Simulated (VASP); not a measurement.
**HfB: relaxation of cell and atoms with PBEsol**

HfB:

```
Hf B
1.0
     0.00000    2.31000    2.31000
     2.31000    0.00000    2.31000
     2.31000    2.31000    0.00000
Hf B
1 1
Cartesian
  2.3100 2.3100 2.3100
  0.0000 0.0000 0.0000
```

```json
{
  "Program": "VASP 6.6.1",
  "Task": "relaxation of cell and atoms",
  "Functional": "PBEsol",
  "Potentials or basis": "VASP PAW PBE potentials, release 64 (Hf_pv, B)",
  "Cutoff": "600 eV",
  "k mesh": "10 × 10 × 10",
  "Occupations": "fermi-dirac, width 0.05 eV",
  "Spin": "no spin polarisation",
  "Target pressure": "10 GPa",
  "Dipole correction": "no",
  "Further INCAR settings": "ALGO = Normal; EDIFF = 1e-06; IBRION = 2; EDIFFG = -0.01; NSW = 80; ISIF = 3"
}
```

| Item | Value |
| --- | --- |
| Relaxed volume | 13.07 Å³/atom |
| Relaxed cell | a = 3.332 Å, b = 3.332 Å, c = 3.332 Å, α = 60.00°, β = 60.00°, γ = 60.00° |
| Space group after relaxing (to 0.05 Å) | Fm-3m (No. 225) |
| Energy change on relaxing (the enthalpy is what falls) | -78.5 meV/atom |
| Ionic steps | 4 |
| Pressure after relaxing | 10.0 GPa |

Step by step:
| step | energy change (eV) | largest force (eV/Å) | pressure (GPa) | volume (Å³) |
| --- | --- | --- | --- | --- |
| 1 | 0.0000 | 0.0000 | 24.30 | 24.65 |
| 2 | -0.1648 | 0.0000 | -7.60 | 28.79 |
| 3 | -0.1593 | 0.0000 | 9.67 | 26.18 |
| 4 | -0.1570 | 0.0000 | 9.97 | 26.15 |

Final structure:
```
Hf B
1.0
     0.00000    2.35577    2.35577
     2.35577    0.00000    2.35577
     2.35577    2.35577    0.00000
Hf B
1 1
Direct
  0.50000 0.50000 0.50000
  0.00000 0.00000 0.00000
```

Levels at points of the mesh, in eV from the Fermi level:
```
           k point  band 4  band 5  band 6  band 7  band 8  band 9  band 10
(0.00, 0.00, 0.00)   -9.35    2.12    2.12    2.12    3.85    3.85     3.85
(0.50, 0.00, 0.00)   -4.84   -4.18   -1.25   -1.25    6.14    6.14     7.09
(0.50, 0.50, 0.00)   -6.51   -1.04   -0.97    2.22    2.22    5.88     7.40
```

Wall time 63 s on 1 thread of Intel Xeon 8259CL, on a shared host, peak memory 0.17 GiB.

Caveat: the cell is relaxed towards a set pressure, so the enthalpy falls and the energy may rise; the PAW data sets were made with another functional, which shifts forces and pressure a little; spin-orbit coupling is left out, which moves the levels of the heavy elements. Zero-point motion and thermal expansion aren't in these numbers.
